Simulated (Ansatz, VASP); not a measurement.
**One calculation of Cr, two programs**

File INCAR:

```
  PREC = Accurate
  ENCUT = 600
  EDIFF = 1E-7
  ISMEAR = 0
  SIGMA = 0.1
  LREAL = False
  LASPH = True
  NELM = 60
  ALGO = Fast
  ISIF = 3
  LWAVE = False
  LCHARG = False
  GGA = PS
  IBRION = 2
  NSW = 100
  EDIFFG = -0.01
```

File KPOINTS:

```
Automatic mesh
0
Gamma
  8 8 8
```

POSCAR

```
Cr
1.0
    4.4876104336      0.0000000000      0.0000000000
    0.0000000000      4.4876104336      0.0000000000
    0.0000000000      0.0000000000      4.4876104336
Cr
8
Direct
    0.5000000000      0.5000000000      0.5000000000
    0.0000000000      0.0000000000      0.0000000000
    0.2500000000      0.0000000000      0.5000000000
    0.5000000000      0.2500000000      0.0000000000
    0.5000000000      0.7500000000      0.0000000000
    0.7500000000      0.0000000000      0.5000000000
    0.0000000000      0.5000000000      0.7500000000
    0.0000000000      0.5000000000      0.2500000000
```

Input for Ansatz:

```yaml
crystal:
  lattice:
    - [4.4876104336, 0.0, 0.0]
    - [0.0, 4.4876104336, 0.0]
    - [0.0, 0.0, 4.4876104336]
  atoms:
    - { symbol: Cr, position: [0.5, 0.5, 0.5] }
    - { symbol: Cr, position: [0.0, 0.0, 0.0] }
    - { symbol: Cr, position: [0.25, 0.0, 0.5] }
    - { symbol: Cr, position: [0.5, 0.25, 0.0] }
    - { symbol: Cr, position: [0.5, 0.75, 0.0] }
    - { symbol: Cr, position: [0.75, 0.0, 0.5] }
    - { symbol: Cr, position: [0.0, 0.5, 0.75] }
    - { symbol: Cr, position: [0.0, 0.5, 0.25] }
basis:
  ecutwfc: 420
kpoints:
  mp_grid: { grid: [8, 8, 8] }
hamiltonian:
  xc: pbesol
scf:
  occupations: { method: gaussian, width: 0.1 }
output:
  forces: true
  stress: true
  eigenvalues: true
relax:
  adjacent_minimum: "off"
  f_tol: 0.01
  max_steps: 80
  cell: { stress_tol: 0.05 }
```

Alike in both runs: task relaxation of cell and atoms; functional PBEsol; k mesh 8 × 8 × 8; occupations gaussian, width 0.1 eV; no spin polarisation.

|  | VASP | Ansatz |
| --- | --- | --- |
| version | VASP 6.6.1 | Ansatz 0.2.0 |
| potentials or method | VASP PAW PBE potentials, release 64 (Cr_pv), cutoff 600 eV | scalar-relativistic, plane waves, PAW |
| valence electrons in the cell | 96 | 112 |

|  | VASP | Ansatz | Ansatz less VASP |
| --- | --- | --- | --- |
| gap on the k mesh at the Fermi level, each at its own relaxed structure (eV) | none | none | - |
| relaxed volume (Å³/atom) | 11.28 | 11.30 | +0.019 |
| relaxed cell length with the largest relative difference (Å) | 4.485 | 4.488 | +0.0026 |

VASP's potentials were made for PBE, not for PBEsol. A gap of «none» marks a metal or a gap that the smearing closes. VASP's potentials hold 96 valence electrons a cell and Ansatz's 112, so a difference there can come from the potentials and not from the codes.
